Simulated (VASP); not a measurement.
# RbHoBr4 (P4/mmm) in VASP: a series of runs, part 2 of 2

VASP 6.6.1. The steps go on from the part before.

## Step 3: Relaxation of cell and atoms, PBE

This run uses another cell than the first one, of 27.62 Å³/atom.

INCAR reads:

```
SYSTEM = RbHoBr4
PREC = Accurate
ENCUT = 500
EDIFF = 1E-7
ISMEAR = 0
SIGMA = 0.1
LREAL = .FALSE.
LASPH = .TRUE.
NELM = 200
ALGO = Normal
ISIF = 3
LWAVE = .FALSE.
LCHARG = .FALSE.
GGA = PE
IBRION = 2
NSW = 90
EDIFFG = -0.04
GGA_COMPAT = .FALSE.
NELMIN = 4
LMAXMIX = 6
```

KPOINTS reads:

```
Automatic mesh
0
G
  4 4 2
  0 0 0
```

POSCAR reads:

```
RbHoBr4
1.0
    4.5840927600      0.0000000000      0.0000000000
    0.0000000000      4.5840927600      0.0000000000
    0.0000000000      0.0000000000      7.8860550400
Rb Ho Br
1 1 4
Direct
    0.0000000000      0.0000000000      0.0000000000
    0.5000000000      0.5000000000      0.5000000000
    0.5000000000      0.5000000000      0.7816317100
    0.5000000000      0.5000000000      0.2183682900
    0.5000000000      0.0000000000      0.5000000000
    0.0000000000      0.5000000000      0.5000000000
```

Potentials or basis: VASP PAW PBE potentials, release 64 (Rb_sv, Ho_3, Br), 4f in core.

Run with:

```bash
> cat potpaw_PBE.64/Rb_sv/POTCAR potpaw_PBE.64/Ho_3/POTCAR potpaw_PBE.64/Br/POTCAR > POTCAR
> mpirun -np 1 vasp_std > vasp.out
```

OUTCAR:

```text
SYSTEM = RbHoBr4
   PREC = Accurate
   ENCUT = 500
   EDIFF = 1E-7
   ISMEAR = 0
   LREAL = .FALSE.
   LASPH = .TRUE.
   NELM = 200
   ISIF = 3
   GGA = PE
   IBRION = 2
   NSW = 90
   EDIFFG = -0.04
   NELMIN = 4

 ion  position               nearest neighbor table
   1  0.000  0.000  0.000-   3 3.67   4 3.67   3 3.67   4 3.67   3 3.67   4 3.67   3 3.67   4 3.67

   2  0.500  0.500  0.500-   3 2.22   4 2.22   5 2.29   6 2.29   5 2.29   6 2.29
   3  0.500  0.500  0.782-   2 2.22   1 3.67   1 3.67   1 3.67   1 3.67
   4  0.500  0.500  0.218-   2 2.22   1 3.67   1 3.67   1 3.67   1 3.67
   5  0.500  0.000  0.500-   2 2.29   2 2.29
   6  0.000  0.500  0.500-   2 2.29   2 2.29

  LATTYP: Found a simple tetragonal cell.
 ALAT       =     4.5840927600
 C/A-ratio  =     1.7203087836

  Lattice vectors:

 A1 = (   4.5840927600,   0.0000000000,   0.0000000000)
 A2 = (   0.0000000000,   4.5840927600,   0.0000000000)
 A3 = (   0.0000000000,   0.0000000000,   7.8860550400)

Analysis of symmetry for initial positions (statically):
=====================================================================
 Subroutine PRICEL returns:
 Original cell was already a primitive cell.

 Routine SETGRP: Setting up the symmetry group for a
 simple tetragonal supercell.

 Subroutine GETGRP returns: Found 16 space group operations
 (whereof 16 operations were pure point group operations)
 out of a pool of 16 trial point group operations.

The static configuration has the point symmetry D_4h.

Analysis of symmetry for dynamics (positions and initial velocities):
=====================================================================
 Subroutine PRICEL returns:
 Original cell was already a primitive cell.

 Routine SETGRP: Setting up the symmetry group for a
 simple tetragonal supercell.

 Subroutine GETGRP returns: Found 16 space group operations
 (whereof 16 operations were pure point group operations)
 out of a pool of 16 trial point group operations.

The dynamic configuration has the point symmetry D_4h.

 Subroutine INISYM returns: Found 16 space group operations
 (whereof 16 operations are pure point group operations),
 and found     1 'primitive' translations

----------------------------------------------------------------------------------------

                                     Primitive cell

  volume of cell :     165.7168

  direct lattice vectors                    reciprocal lattice vectors
     4.584092760  0.000000000  0.000000000     0.218145673  0.000000000  0.000000000
     0.000000000  4.584092760  0.000000000     0.000000000  0.218145673  0.000000000
     0.000000000  0.000000000  7.886055040     0.000000000  0.000000000  0.126806115

  length of vectors
     4.584092760  4.584092760  7.886055040     0.218145673  0.218145673  0.126806115

  position of ions in fractional coordinates (direct lattice)
     0.000000000  0.000000000  0.000000000
     0.500000000  0.500000000  0.500000000
     0.500000000  0.500000000  0.781631710
     0.500000000  0.500000000  0.218368290
     0.500000000  0.000000000  0.500000000
     0.000000000  0.500000000  0.500000000

  ion indices of the primitive-cell ions
   primitive index   ion index
                 1           1
                 2           2
                 3           3
                 4           4
                 5           5
                 6           6

----------------------------------------------------------------------------------------

 KPOINTS: Automatic mesh

Automatic generation of k-mesh.
 Grid dimensions read from file:
[... 26 lines left out ...]
  0.500000  0.250000  0.000000      4.000000
  0.500000  0.500000  0.000000      1.000000
  0.000000  0.000000  0.500000      1.000000
  0.250000  0.000000  0.500000      4.000000
  0.500000  0.000000  0.500000      2.000000
  0.250000  0.250000  0.500000      4.000000
  0.500000  0.250000  0.500000      4.000000
  0.500000  0.500000  0.500000      1.000000
   k-points           NKPTS =     12   k-points in BZ     NKDIM =     12   number of bands    NBANDS=     27
   number of dos      NEDOS =    301   number of ions     NIONS =      6
   total plane-waves  NPLWV =  77760
   dimension x,y,z NGX =    36 NGY =   36 NGZ =   60
   dimension x,y,z NGXF=    72 NGYF=   72 NGZF=  120
   ions per type =               1   1   4
   NGX,Y,Z   is equivalent  to a cutoff of  13.06, 13.06, 12.65 a.u.
   NGXF,Y,Z  is equivalent  to a cutoff of  26.11, 26.11, 25.30 a.u.
 SYSTEM =  RbHoBr4
   PREC   = accura    normal or accurate (medium, high low for compatibility)
   ISTART =      0    job   : 0-new  1-cont  2-samecut
   ICHARG =      2    charge: 1-file 2-atom 10-const
   ISPIN  =      1    spin polarized calculation?
   LNONCOLLINEAR =      F non collinear calculations
   LSORBIT =      F    spin-orbit coupling
   LASPH  =      T    aspherical Exc in radial PAW
   ENCUT  =  500.0 eV  36.75 Ry    6.06 a.u.   8.36  8.36 14.38*2*pi/ulx,y,z
   NELM   =    200;   NELMIN=  4; NELMDL= -5     # of ELM steps
   EDIFF  = 0.1E-06   stopping-criterion for ELM
   LREAL  =      F    real-space projection
   EDIFFG = -.4E-01   stopping-criterion for IOM
   NSW    =     90    number of steps for IOM
   IBRION =      2    ionic relax: 0-MD 1-quasi-New 2-CG
   NFREE  =      1    steps in history (QN), initial steepest desc. (CG)
   ISIF   =      3    stress and relaxation
   ISYM   =      2    0-nonsym 1-usesym 2-fastsym
   POTIM  = 0.5000    time-step for ionic-motion
   TEBEG  =    0.0;   TEEND  =   0.0 temperature during run
   PSTRESS=    0.0 pullay stress
   NELECT =      46.0000    total number of electrons
   NUPDOWN=      -1.0000    fix difference up-down
   EMIN   =  10.00;   EMAX   =-10.00  energy-range for DOS
   EFERMI =   0.00;   METHOD = LEGACY
   ISMEAR =     0;   SIGMA  =   0.10  broadening in eV -4-tet -1-fermi 0-gaus
   EFERMI_NEDOS =   21; number of points for ismear=-14 and -15
   IALGO  =     38    algorithm
   IMIX   =      4    mixing-type and parameters
     AMIX     =   0.40;   BMIX     =  1.00
     AMIX_MAG =   1.60;   BMIX_MAG =  1.00
  volume/ion in A,a.u.               =      27.62       186.39
  Fermi-wavevector in a.u.,A,eV,Ry     =   1.067920  2.018076 15.516796  1.140452
  Thomas-Fermi vector in A             =   2.203551
   LORBIT       =      0    0 simple, 1 ext, 2 COOP (PROOUT), +10 PAW based schemes
   GGA     = PE    functional components
   LHFCALC =     F    Hartree Fock is set to
   AEXX    =    0.0000 exact exchange contribution
   IVDW    =     0    specifies the selected vdW correction
   LEPSILON=     F    determine dielectric tensor
   LRPA    =     F    only Hartree local field effects (RPA)
 conjugate gradient relaxation of ions
 non-spin polarized calculation
 Gauss-broadening in eV      SIGMA  =   0.10
  energy-cutoff  :      500.00
  volume of cell :      165.72
 maximum number of plane-waves:      4232
 NGX is ok and might be reduce to    36
   NGX = 17   NGY = 17   NGZ = 29

--------------------------------------- Ionic step        1  -------------------------------------------

 number of electron      45.9999999 magnetization

 Free energy of the ion-electron system (eV)
  ---------------------------------------------------
  ext. energy  EPLUGINS =         0.00000000
  ---------------------------------------------------
  free energy    TOTEN  =       -12.16922393 eV

  energy without entropy =      -12.16922393  energy(sigma->0) =      -12.16922393

 E-fermi :   2.6230     XC(G=0):  -8.6374

 val. band max:        2.1005046257   @ k =   0.0000   0.0000   0.0000
 cond. band min:       3.8398411316   @ k =   0.0000   0.0000   0.0000
 fundamental gap:      1.7393365059
 Fermi energy:         2.6230175013

 k-point     1 :       0.0000    0.0000    0.0000
  band No.  band energies     occupation
      1     -24.5900      2.00000
      2     -20.9186      2.00000
      3     -20.4221      2.00000
      4     -20.4221      2.00000
      5     -13.8409      2.00000
      6     -12.9665      2.00000
[... 462 lines left out ...]
  FREE ENERGIE OF THE ION-ELECTRON SYSTEM (eV)
  ---------------------------------------------------
  free  energy   TOTEN  =       -22.0382204622 eV

  energy  without entropy=      -22.0382204622  energy(sigma->0) =      -22.03822046

[... ionic steps 4 to 12 ...]

--------------------------------------- Ionic step       13  -------------------------------------------

 number of electron      45.9999986 magnetization

------------------------ aborting loop because EDIFF is reached ----------------------------------------
[... 75 lines left out ...]
--------------------------------------- Ionic step       15  -------------------------------------------

 number of electron      45.9999985 magnetization

 Free energy of the ion-electron system (eV)
  ---------------------------------------------------
  ext. energy  EPLUGINS =         0.00000000
  ---------------------------------------------------
  free energy    TOTEN  =       -22.57740102 eV

  energy without entropy =      -22.57740102  energy(sigma->0) =      -22.57740102

 E-fermi :  -1.1730     XC(G=0):  -6.6174

 val. band max:       -1.6883565146   @ k =   0.0000   0.0000   0.0000
 cond. band min:       1.5468469505   @ k =   0.0000   0.0000   0.0000
 fundamental gap:      3.2352034651
 Fermi energy:        -1.1730058106

 k-point     1 :       0.0000    0.0000    0.0000
  band No.  band energies     occupation
      1     -27.9185      2.00000
      2     -24.7212      2.00000
      3     -24.7212      2.00000
      4     -24.5725      2.00000
      5     -15.3113      2.00000
      6     -15.0227      2.00000
[... 382 lines left out ...]
  FREE ENERGIE OF THE ION-ELECTRON SYSTEM (eV)
  ---------------------------------------------------
  free  energy   TOTEN  =       -22.5774010231 eV

  energy  without entropy=      -22.5774010231  energy(sigma->0) =      -22.57740102

 reached required accuracy - stopping structural energy minimisation
```

Wall time 9.7 min (1 thread of Intel Xeon Platinum 8488C (Sapphire Rapids), shared host); peak memory 0.3 GiB.

Results:

- Free energy: -22.5774 eV
- Relaxed volume: 46.29 Å³/atom
- Relaxed cell: a = 5.530 Å, b = 5.530 Å, c = 9.083 Å, α = 90.00°, β = 90.00°, γ = 90.00°
- Space group after relaxing (to 0.1 Å): P4/mmm (No. 123)
- Energy gained by relaxing: 1734.7 meV/atom
- Ionic steps: 15
- Pressure after relaxing: 0.0 GPa
- Largest force after relaxing: 0.018 eV/Å
- Band gap on the k mesh: 3.24 eV

Forces in eV/Å, atoms in the order of the input:
```
Rb   0.000  0.000  0.000
Ho   0.000  0.000  0.000
Br   0.000  0.000  0.018
Br   0.000  0.000 -0.018
Br   0.000  0.000  0.000
Br   0.000  0.000  0.000
```

Stress tensor (GPa, compression positive):
```
-0.03  0.00  0.00
 0.00 -0.03  0.00
 0.00  0.00  0.08
```

Step by step:
```tsv
step	energy change (eV)	largest force (eV/Å)	pressure (GPa)	volume (Å³)
1	0.0000	10.9526	42.57	165.72
2	-6.8667	1.2864	-3.39	410.58
3	-9.8690	1.1995	0.69	263.88
4	-9.8737	1.1670	0.91	261.61
5	-9.8751	1.1332	1.14	259.41
6	-10.2641	0.9058	-0.21	271.68
7	-10.3383	0.5705	-0.73	282.07
8	-10.3409	0.6432	-0.68	280.24
9	-10.3824	0.1949	0.05	273.55
10	-10.3827	0.1520	0.11	272.99
11	-10.3963	0.1206	0.13	273.20
12	-10.4040	0.0843	0.19	273.49
13	-10.4074	0.0684	0.02	276.47
14	-10.4078	0.0605	-0.07	278.08
15	-10.4082	0.0180	0.01	277.72
```

Final structure:
```
Rb Ho Br
1.0
     5.52955    0.00000    0.00000
     0.00000    5.52955    0.00000
     0.00000    0.00000    9.08293
Rb Ho Br
1 1 4
Direct
  0.00000 0.00000 0.00000
  0.50000 0.50000 0.50000
  0.50000 0.50000 0.80368
  0.50000 0.50000 0.19632
  0.50000 0.00000 0.50000
  0.00000 0.50000 0.50000
```

Caveat: the volume moved by over 15 % at a fixed basis, so the end points are rough; spin-orbit coupling is left out, which moves the levels of the heavy elements; the 4f electrons are frozen in the core, so they carry no moment and show no levels. A k mesh can miss the band edges.
